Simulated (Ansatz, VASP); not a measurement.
## Ti3P4: VASP beside Ansatz

```xyz
7
Lattice="5.4032 0.0000 0.0000 0.0000 5.4032 0.0000 0.0000 0.0000 5.4032" Properties=species:S:1:pos:R:3 pbc="T T T"
Ti    0.0000    0.0000    2.7016
Ti    0.0000    2.7016    0.0000
Ti    2.7016    0.0000    0.0000
P     1.4293    1.4293    1.4293
P     1.4293    3.9739    3.9739
P     3.9739    1.4293    3.9739
P     3.9739    3.9739    1.4293
```

Change from the starting cell: ordered vacancies on the cation sites of zinc blende (P-43m, No. 215).

Alike in both runs: functional PBE; k mesh 8 × 8 × 8; occupations gaussian, width 0.02 eV; no spin polarisation.

Ansatz relaxed the structure, and its values are those at the end. VASP's run is a single point on that final structure, the one shown.

|  | VASP | Ansatz |
| --- | --- | --- |
| version | VASP 6.6.1 | Ansatz 0.2.0 |
| potentials or method | VASP PAW PBE potentials, release 64 (Ti_sv, P), cutoff 520 eV | scalar-relativistic, plane waves, PAW |
| valence electrons in the cell | 56 | 56 |

Ansatz gave:

| Property | Result |
| --- | --- |
| gap on the k mesh at the Fermi level (eV) | 0.67 |
| least direct gap on the mesh (eV) | 0.79 |
| pressure (GPa) | 0.0 |
| rms of the force components (eV/Å) | 0.001 |

Task: Which values does VASP return?

Result: gap on the k mesh at the Fermi level (eV): 0.68; least direct gap on the mesh (eV): 0.80; pressure (GPa): 0.0; rms of the force components (eV/Å): 0.004.

The functional is the same, so the differences come from potentials, cutoffs and numerics.
